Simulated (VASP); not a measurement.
# NiGe (Pnma) in VASP: further runs

The runs below take NiGe through single point, with PBEsol.

Program: VASP 6.6.1. These are calculated values, not measurements. Logs are shortened: lines on timing, memory, paths and dates and some standing lists are left out, and cuts for length are marked.

## (1) The cell of the first run

Symmetry: Pnma, No. 62, orthorhombic system. The conventional cell has a = 5.311 Å, b = 3.440 Å, c = 5.624 Å, α = 90.00°, β = 90.00°, γ = 90.00°. Ni (site symmetry m) has 6 Ge at 2.30 to 2.44 Å and 4 Ni at 2.73 to 2.74 Å within 3.0 Å. Within 3.0 Å of Ge (site symmetry m) lie 6 Ni at 2.30 to 2.44 Å and 2 Ge at 2.82 Å.

## (2) Single point, PBEsol (strain -0.0200 x Voigt [0, 0, 1, 0, 0, 0])

Contents of INCAR:

```
ALGO = Normal ; EDIFF = 1E-6
ENCUT = 520 ; GGA = PS
ISIF = 2 ; ISMEAR = 0
LASPH = T ; LCHARG = F
LREAL = F ; LWAVE = F
NBANDS = 58 ; NELM = 60
PREC = Accurate ; SIGMA = 0.15
```

Contents of KPOINTS:

```
k-points
0
Gamma
  8 12 8
```

Contents of POSCAR:

```
NiGe
1.0
    5.3107947876      0.0000000000      0.0000000000
    0.0000000000      3.4400167648      0.0000000000
    0.0000000000      0.0000000000      5.6244723488
Ni Ge
4 4
Direct
    0.9929865338      0.7500000000      0.1888713156
    0.0070134662      0.2500000000      0.8111286844
    0.5070134662      0.2500000000      0.6888713156
    0.4929865338      0.7500000000      0.3111286844
    0.8116425502      0.7500000000      0.5883967035
    0.1883574498      0.2500000000      0.4116032965
    0.6883574498      0.2500000000      0.0883967035
    0.3116425502      0.7500000000      0.9116032965
```

Potentials or basis: VASP PAW PBE potentials, release 64 (Ni, Ge_d).

Launch:

```
cat potpaw_PBE.64/Ni/POTCAR potpaw_PBE.64/Ge_d/POTCAR > POTCAR
mpirun -np 1 vasp_std > vasp.out
```

OUTCAR:

```text
EDIFF = 1E-6
   ENCUT = 520
   GGA = PS
   ISIF = 2
   ISMEAR = 0
   LASPH = T
   LREAL = F
   NELM = 60
   PREC = Accurate

 ion  position               nearest neighbor table
   1  0.993  0.750  0.189-   8 2.30   6 2.37   6 2.37   7 2.43   7 2.43   5 2.44   2 2.73   2 2.73
                             4 2.74   4 2.74
   2  0.007  0.250  0.811-   7 2.30   5 2.37   5 2.37   8 2.43   8 2.43   6 2.44   1 2.73   1 2.73
                             3 2.74   3 2.74
   3  0.507  0.250  0.689-   6 2.30   8 2.37   8 2.37   5 2.43   5 2.43   7 2.44   4 2.73   4 2.73
                             2 2.74   2 2.74
   4  0.493  0.750  0.311-   5 2.30   7 2.37   7 2.37   6 2.43   6 2.43   8 2.44   3 2.73   3 2.73
                             1 2.74   1 2.74
   5  0.812  0.750  0.588-   4 2.30   2 2.37   2 2.37   3 2.43   3 2.43   1 2.44   6 2.82   6 2.82

   6  0.188  0.250  0.412-   3 2.30   1 2.37   1 2.37   4 2.43   4 2.43   2 2.44   5 2.82   5 2.82

   7  0.688  0.250  0.088-   2 2.30   4 2.37   4 2.37   1 2.43   1 2.43   3 2.44   8 2.82   8 2.82

   8  0.312  0.750  0.912-   1 2.30   3 2.37   3 2.37   2 2.43   2 2.43   4 2.44   7 2.82   7 2.82

  LATTYP: Found a simple orthorhombic cell.
 ALAT       =     3.4400167648
 B/A-ratio  =     1.5438281702
 C/A-ratio  =     1.6350130634

  Lattice vectors:

 A1 = (   0.0000000000,  -3.4400167648,   0.0000000000)
 A2 = (   5.3107947876,   0.0000000000,   0.0000000000)
 A3 = (   0.0000000000,   0.0000000000,   5.6244723488)

Analysis of symmetry for initial positions (statically):
=====================================================================
 Subroutine PRICEL returns:
 Original cell was already a primitive cell.

 Routine SETGRP: Setting up the symmetry group for a
 simple orthorhombic supercell.

 Subroutine GETGRP returns: Found  8 space group operations
 (whereof  2 operations were pure point group operations)
 out of a pool of  8 trial point group operations.

The static configuration has the point symmetry S_2 .
 The point group associated with its full space group is D_2h.

Analysis of symmetry for dynamics (positions and initial velocities):
=====================================================================
 Subroutine PRICEL returns:
 Original cell was already a primitive cell.

 Routine SETGRP: Setting up the symmetry group for a
 simple orthorhombic supercell.

 Subroutine GETGRP returns: Found  8 space group operations
 (whereof  2 operations were pure point group operations)
 out of a pool of  8 trial point group operations.

The dynamic configuration has the point symmetry S_2 .
 The point group associated with its full space group is D_2h.

 Subroutine INISYM returns: Found  8 space group operations
 (whereof  2 operations are pure point group operations),
 and found     1 'primitive' translations

----------------------------------------------------------------------------------------

                                     Primitive cell

  volume of cell :     102.7547

  direct lattice vectors                    reciprocal lattice vectors
     5.310794788  0.000000000  0.000000000     0.188295734  0.000000000  0.000000000
     0.000000000  3.440016765  0.000000000     0.000000000  0.290696258  0.000000000
     0.000000000  0.000000000  5.624472349     0.000000000  0.000000000  0.177794456

  length of vectors
     5.310794788  3.440016765  5.624472349     0.188295734  0.290696258  0.177794456

  position of ions in fractional coordinates (direct lattice)
     0.992986534  0.750000000  0.188871316
     0.007013466  0.250000000  0.811128684
     0.507013466  0.250000000  0.688871316
     0.492986534  0.750000000  0.311128684
     0.811642550  0.750000000  0.588396704
     0.188357450  0.250000000  0.411603296
     0.688357450  0.250000000  0.088396704
     0.311642550  0.750000000  0.911603296

  ion indices of the primitive-cell ions
   primitive index   ion index
                 1           1
                 2           2
                 3           3
                 4           4
                 5           5
                 6           6
                 7           7
                 8           8

----------------------------------------------------------------------------------------

 KPOINTS: k-points

Automatic generation of k-mesh.
 Grid dimensions read from file:
 generate k-points for:    8   12    8

 Generating k-lattice:

  Cartesian coordinates                     Fractional coordinates (reciprocal lattice)
     0.023536967  0.000000000  0.000000000     0.125000000  0.000000000  0.000000000
     0.000000000  0.024224688  0.000000000     0.000000000  0.083333333  0.000000000
     0.000000000  0.000000000  0.022224307     0.000000000  0.000000000  0.125000000

  Length of vectors
     0.023536967  0.024224688  0.022224307

  Shift w.r.t. Gamma in fractional coordinates (k-lattice)
     0.000000000  0.000000000  0.000000000

 Subroutine IBZKPT returns following result:
 ===========================================

 Found    175 irreducible k-points:

 Following reciprocal coordinates:
            Coordinates               Weight
  0.000000  0.000000  0.000000      1.000000
  0.125000  0.000000  0.000000      2.000000
  0.250000  0.000000  0.000000      2.000000
  0.375000  0.000000  0.000000      2.000000
  0.500000  0.000000  0.000000      1.000000
  0.000000  0.083333  0.000000      2.000000
[... 16 lines left out ...]
  0.250000  0.333333  0.000000      4.000000
  0.375000  0.333333  0.000000      4.000000
 [... further k-points ...]
   k-points           NKPTS =    175   k-points in BZ     NKDIM =    175   number of bands    NBANDS=     58
   number of dos      NEDOS =    301   number of ions     NIONS =      8
   total plane-waves  NPLWV =  47040
   dimension x,y,z NGX =    40 NGY =   28 NGZ =   42
   dimension x,y,z NGXF=    80 NGYF=   56 NGZF=   84
   ions per type =               4   4
   NGX,Y,Z   is equivalent  to a cutoff of  12.52, 13.53, 12.41 a.u.
   NGXF,Y,Z  is equivalent  to a cutoff of  25.04, 27.06, 24.83 a.u.
 SYSTEM =  unknown system
   PREC   = accura    normal or accurate (medium, high low for compatibility)
   ISTART =      0    job   : 0-new  1-cont  2-samecut
   ICHARG =      2    charge: 1-file 2-atom 10-const
   ISPIN  =      1    spin polarized calculation?
   LNONCOLLINEAR =      F non collinear calculations
   LSORBIT =      F    spin-orbit coupling
   LASPH  =      T    aspherical Exc in radial PAW
   ENCUT  =  520.0 eV  38.22 Ry    6.18 a.u.   9.87  6.40 10.46*2*pi/ulx,y,z
   NELM   =     60;   NELMIN=  2; NELMDL= -5     # of ELM steps
   EDIFF  = 0.1E-05   stopping-criterion for ELM
   LREAL  =      F    real-space projection
   EDIFFG = 0.1E-04   stopping-criterion for IOM
   NSW    =      0    number of steps for IOM
   IBRION =     -1    ionic relax: 0-MD 1-quasi-New 2-CG
   NFREE  =      0    steps in history (QN), initial steepest desc. (CG)
   ISIF   =      2    stress and relaxation
   ISYM   =      2    0-nonsym 1-usesym 2-fastsym
   POTIM  = 0.5000    time-step for ionic-motion
   TEBEG  =    0.0;   TEEND  =   0.0 temperature during run
   PSTRESS=    0.0 pullay stress
   NELECT =      96.0000    total number of electrons
   NUPDOWN=      -1.0000    fix difference up-down
   EMIN   =  10.00;   EMAX   =-10.00  energy-range for DOS
   EFERMI =   0.00;   METHOD = LEGACY
   ISMEAR =     0;   SIGMA  =   0.15  broadening in eV -4-tet -1-fermi 0-gaus
   EFERMI_NEDOS =   21; number of points for ismear=-14 and -15
   IALGO  =     38    algorithm
   IMIX   =      4    mixing-type and parameters
     AMIX     =   0.40;   BMIX     =  1.00
     AMIX_MAG =   1.60;   BMIX_MAG =  1.00
  volume/ion in A,a.u.               =      12.84        86.68
  Fermi-wavevector in a.u.,A,eV,Ry     =   1.600410  3.024337 34.848773  2.561313
  Thomas-Fermi vector in A             =   2.697550
   LORBIT       =      0    0 simple, 1 ext, 2 COOP (PROOUT), +10 PAW based schemes
   GGA     = PS    functional components
   LHFCALC =     F    Hartree Fock is set to
   AEXX    =    0.0000 exact exchange contribution
   IVDW    =     0    specifies the selected vdW correction
   LEPSILON=     F    determine dielectric tensor
   LRPA    =     F    only Hartree local field effects (RPA)
 non-spin polarized calculation
 Gauss-broadening in eV      SIGMA  =   0.15
  energy-cutoff  :      520.00
  volume of cell :      102.75
 maximum number of plane-waves:      2790
 NGX is ok and might be reduce to    40
   NGX = 19   NGY = 13   NGZ = 21

 number of electron      96.0000050 magnetization

 Free energy of the ion-electron system (eV)
  ---------------------------------------------------
  ext. energy  EPLUGINS =         0.00000000
  ---------------------------------------------------
  free energy    TOTEN  =       -47.26150801 eV

  energy without entropy =      -47.23506937  energy(sigma->0) =      -47.24828869

 E-fermi :   9.3420     XC(G=0): -12.9406

 val. band max:        9.3395809530   @ k =   0.1250   0.2500   0.2500
 cond. band min:       9.3435381942   @ k =   0.2500   0.2500   0.1250
 fundamental gap:      0.0039572412
 Fermi energy:         9.3420482613

 k-point     1 :       0.0000    0.0000    0.0000
  band No.  band energies     occupation
      1     -15.2969      2.00000
      2     -15.2811      2.00000
      3     -15.2758      2.00000
      4     -15.2728      2.00000
      5     -15.2565      2.00000
      6     -15.2348      2.00000
[... 50 lines left out ...]
     57      15.8824      0.00000
     58      16.0816      0.00000

 k-point     2 :       0.1250    0.0000    0.0000
  band No.  band energies     occupation
      1     -15.2962      2.00000
      2     -15.2817      2.00000
      3     -15.2753      2.00000
      4     -15.2722      2.00000
      5     -15.2564      2.00000
      6     -15.2357      2.00000
[... 50 lines left out ...]
     57      15.6366      0.00000
     58      15.8449      0.00000

 k-point     3 :       0.2500    0.0000    0.0000
  band No.  band energies     occupation
      1     -15.2944      2.00000
      2     -15.2833      2.00000
      3     -15.2735      2.00000
      4     -15.2706      2.00000
      5     -15.2563      2.00000
      6     -15.2408      2.00000
[... 1216 lines left out ...]
      3     -15.2659      2.00000
      4     -15.2618      2.00000
      5     -15.2575      2.00000
      6     -15.2394      2.00000
[... 50 lines left out ...]
     57      14.9033      0.00000
     58      17.0284      0.00000

 k-point    24 :       0.3750    0.3333    0.0000
  band No.  band energies     occupation
      1     -15.2886      2.00000
      2     -15.2861      2.00000
      3     -15.2647      2.00000
      4     -15.2621      2.00000
      5     -15.2535      2.00000
      6     -15.2433      2.00000
[... 50 lines left out ...]
     57      15.7023      0.00000
     58      16.7201      0.00000

 [... further k-points ...]
[... 5 lines left out ...]
  --------------------------------------------------------------------------------------
  -------------------------------------------------------------------------------------
  Total        1.8366242      1.6498016      3.4033586      0.0000000      0.0000000      0.0000000
  in kB       28.6370986     25.7241150     53.0660088      0.0000000      0.0000000      0.0000000
  external PRESSURE =      35.8090741 kB  Pullay stress =       0.0000000 kB

 VOLUME and BASIS-vectors are now :
 -----------------------------------------------------------------------------
  energy-cutoff  :      520.00
  volume of cell :      102.75
      direct lattice vectors                 reciprocal lattice vectors
     5.310794788  0.000000000  0.000000000     0.188295734  0.000000000  0.000000000
     0.000000000  3.440016765  0.000000000     0.000000000  0.290696258  0.000000000
     0.000000000  0.000000000  5.624472349     0.000000000  0.000000000  0.177794456

 POSITION                                       TOTAL-FORCE (eV/Angst)
 -----------------------------------------------------------------------------------
      5.27355      2.58001      1.06230        -0.079729      0.000000     -0.063337
      0.03725      0.86000      4.56217         0.079729     -0.000000      0.063337
      2.69264      0.86000      3.87454         0.079729     -0.000000     -0.063337
      2.61815      2.58001      1.74993        -0.079729     -0.000000      0.063337
      4.31047      2.58001      3.30942         0.028066     -0.000000      0.118774
      1.00033      0.86000      2.31505        -0.028066     -0.000000     -0.118774
      3.65573      0.86000      0.49718        -0.028066     -0.000000      0.118774
      1.65507      2.58001      5.12729         0.028066      0.000000     -0.118774
 -----------------------------------------------------------------------------------
    total drift:                               -0.000000     -0.000000      0.000000

  FREE ENERGIE OF THE ION-ELECTRON SYSTEM (eV)
  ---------------------------------------------------
  free  energy   TOTEN  =       -47.2615080121 eV

  energy  without entropy=      -47.2350693689  energy(sigma->0) =      -47.24828869
```

Wall time 7.6 min (1 thread of Intel Xeon 6975P-C (Granite Rapids), shared host); peak memory 0.77 GiB.

What came out:

```
Free energy            : -47.2615 eV
Pressure               : 3.6 GPa
Largest force          : 0.122 eV/Å
Band gap on the k mesh : zero (bands 48 and 49 overlap by 1.66 eV)
```

Forces on the atoms (eV/Å):
```
Ni  -0.080  0.000 -0.063
Ni   0.080  0.000  0.063
Ni   0.080  0.000 -0.063
Ni  -0.080  0.000  0.063
Ge   0.028  0.000  0.119
Ge  -0.028  0.000 -0.119
Ge  -0.028  0.000  0.119
Ge   0.028  0.000 -0.119
```

Stress tensor (GPa, compression positive):
```
2.86 0.00 0.00
0.00 2.57 0.00
0.00 0.00 5.31
```

Levels at points of the mesh, in eV from the Fermi level:
| k point | band 45 | band 46 | band 47 | band 48 | band 49 | band 50 | band 51 | band 52 |
| --- | --- | --- | --- | --- | --- | --- | --- | --- |
| (0.00, 0.00, 0.00) | -1.64 | -1.13 | -1.12 | -0.89 | 0.78 | 0.85 | 4.05 | 4.11 |
| (0.50, 0.00, 0.00) | -1.67 | -1.67 | 0.72 | 0.72 | 1.36 | 1.36 | 3.23 | 3.23 |
| (0.00, 0.50, 0.00) | -1.71 | -1.71 | -1.27 | -1.27 | -0.52 | -0.52 | 2.14 | 2.14 |
| (0.50, 0.50, 0.00) | -1.47 | -1.47 | -1.47 | -1.47 | 0.40 | 0.40 | 0.40 | 0.40 |
| (0.00, 0.00, 0.50) | -1.26 | -1.26 | -0.10 | -0.10 | 1.07 | 1.07 | 2.80 | 2.80 |
| (0.50, 0.00, 0.50) | -0.82 | -0.82 | 0.71 | 0.71 | 2.62 | 2.62 | 2.64 | 2.64 |
| (0.00, 0.50, 0.50) | -1.72 | -1.72 | -1.58 | -1.58 | 0.43 | 0.43 | 0.76 | 0.76 |
| (0.50, 0.50, 0.50) | -1.65 | -1.65 | -1.65 | -1.65 | 2.70 | 2.70 | 2.70 | 2.70 |

Caveat: the cell differs from its parent crystal (strain -0.0200 x Voigt [0, 0, 1, 0, 0, 0]); the cell stands under pressure; the PAW data sets were made with another functional, which shifts forces and pressure a little. Spin polarisation is off, so any magnetic state and its effect on volume and gap are missing.

## (3) Single point, PBEsol (strain +0.0100 x Voigt [0, 0, 1, 0, 0, 0])

Contents of INCAR:

```
SYSTEM = NiGe
PREC = Accurate
ENCUT = 520
EDIFF = 1E-7
ISMEAR = 0
SIGMA = 0.15
LREAL = .False.
LASPH = .True.
NELM = 80
ALGO = Fast
ISIF = 2
LWAVE = .False.
LCHARG = .False.
GGA = PS
NBANDS = 58
```

Contents of KPOINTS:

```
Automatic mesh
0
Gamma
  8 12 8
  0 0 0
```

POSCAR: that of step 2 with these lines changed.

```diff
@@ -4,3 +4,3 @@
     0.0000000000      3.4400167648      0.0000000000
-    0.0000000000      0.0000000000      5.6244723488
+    0.0000000000      0.0000000000      5.7966500738
 Ni Ge
```

Potentials or basis: VASP PAW PBE potentials, release 64 (Ni, Ge_d).

Launch:

```
cat potpaw_PBE.64/Ni/POTCAR potpaw_PBE.64/Ge_d/POTCAR > POTCAR
mpirun -np 1 vasp_std > vasp.out
```

It took 28 min on 1 thread of Oxide Virtual Turin-like, shared host; peak memory 0.78 GiB.

The run converged. Its results:

| Property | Result |
| --- | --- |
| Free energy | -47.2896 eV |
| Pressure | -1.4 GPa |
| Largest force | 0.053 eV/Å |
| Band gap on the k mesh | zero (bands 48 and 49 overlap by 1.78 eV) |

Forces on the atoms (eV/Å):
```
Ni   0.029  0.000  0.039
Ni  -0.029  0.000 -0.039
Ni  -0.029  0.000  0.039
Ni   0.029  0.000 -0.039
Ge  -0.034  0.000 -0.040
Ge   0.034  0.000  0.040
Ge   0.034  0.000 -0.040
Ge  -0.034  0.000  0.040
```

Stress tensor (GPa, compression positive):
```
-0.96  0.00  0.00
 0.00 -0.86  0.00
 0.00  0.00 -2.29
```

Levels at points of the mesh, in eV from the Fermi level:
```csv
k point,band 45,band 46,band 47,band 48,band 49,band 50,band 51,band 52
"(0.00, 0.00, 0.00)",-1.69,-1.08,-0.90,-0.87,0.66,0.78,3.96,4.06
"(0.50, 0.00, 0.00)",-1.61,-1.61,0.81,0.81,1.51,1.51,3.17,3.17
"(0.00, 0.50, 0.00)",-1.64,-1.64,-1.27,-1.27,-0.55,-0.55,1.99,1.99
"(0.50, 0.50, 0.00)",-1.42,-1.42,-1.42,-1.42,0.29,0.29,0.29,0.29
"(0.00, 0.00, 0.50)",-1.29,-1.29,-0.24,-0.24,1.11,1.11,2.65,2.65
"(0.50, 0.00, 0.50)",-1.02,-1.02,0.71,0.71,2.50,2.50,2.62,2.62
"(0.00, 0.50, 0.50)",-1.69,-1.69,-1.53,-1.53,0.38,0.38,0.70,0.70
"(0.50, 0.50, 0.50)",-1.60,-1.60,-1.60,-1.60,2.48,2.48,2.48,2.48
```

Caveat: the cell differs from its parent crystal (strain +0.0100 x Voigt [0, 0, 1, 0, 0, 0]); the PAW data sets were made with another functional, which shifts forces and pressure a little. Spin polarisation is off, so any magnetic state and its effect on volume and gap are missing.
